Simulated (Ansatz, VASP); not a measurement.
**One calculation of Sb, two programs**

Contents of POSCAR:

```
Sb
1.0
    2.1770673240      1.2569304056      3.8298803211
   -2.1770673240      1.2569304056      3.8298803211
    0.0000000000     -2.5138608111      3.8298803211
Sb
2
Direct
    0.2682562500      0.2682562500      0.2682562500
    0.7317437500      0.7317437500      0.7317437500
```

Contents of INCAR.step1:

```
  ALGO = Normal
  EDIFF = 1E-5
  ENCUT = 550
  GGA = PE
  GGA_COMPAT = F
  ISMEAR = 0
  LASPH = T
  LCHARG = F
  LREAL = F
  LWAVE = T
  NBANDS = 22
  NELM = 120
  PREC = Accurate
  SIGMA = 0.1
```

File INCAR.step2:

```
  ALGO = Normal
  EDIFF = 1E-6
  ENCUT = 550
  GGA_COMPAT = F
  ISIF = 2
  ISMEAR = 0
  ISTART = 1
  LASPH = T
  LCHARG = F
  LMIXTAU = T
  LREAL = F
  LWAVE = F
  METAGGA = R2SCAN
  NBANDS = 22
  NELM = 120
  PREC = Accurate
  SIGMA = 0.1
```

File KPOINTS:

```
k-points
0
Gamma
  6 6 6
```

Input for Ansatz:

```yaml
crystal:
  lattice:
    - [2.177067324, 1.2569304056, 3.8298803211]
    - [-2.177067324, 1.2569304056, 3.8298803211]
    - [0.0, -2.5138608111, 3.8298803211]
  atoms:
    - { symbol: Sb, position: [0.26825625, 0.26825625, 0.26825625] }
    - { symbol: Sb, position: [0.73174375, 0.73174375, 0.73174375] }
basis:
  ecutwfc: 500
kpoints:
  mp_grid: { grid: [6, 6, 6] }
hamiltonian:
  xc: r2scan
scf:
  occupations: { method: gaussian, width: 0.1 }
output:
  forces: true
  stress: true
  eigenvalues: true
```

Alike in both runs: task single point; functional r2SCAN; k mesh 6 × 6 × 6; occupations gaussian, width 0.1 eV; no spin polarisation.

```csv
,VASP,Ansatz
version,VASP 6.6.1,Ansatz 0.2.0
potentials or method,"VASP PAW PBE potentials, release 64 (Sb_d_GW), cutoff 550 eV","scalar-relativistic, plane waves, PAW"
valence electrons in the cell,30,30
```

Ansatz gave:

* gap on the k mesh at the Fermi level (eV): none
* pressure (GPa): 0.0
* traceless stress, the component that is largest in VASP (GPa): 0.27
* rms of the force components (eV/Å): 0.060

Problem. What did VASP give for the same quantities?

Solution. gap on the k mesh at the Fermi level (eV): none; pressure (GPa): 0.0; traceless stress, the component that is largest in VASP (GPa): 0.26; rms of the force components (eV/Å): 0.051.

VASP's potentials were made for PBE, not for r2SCAN. Atom by atom the forces differ by 0.009 eV/Å (rms over components). A gap of «none» marks a metal or a gap that the smearing closes.

Spin-orbit coupling is off throughout.
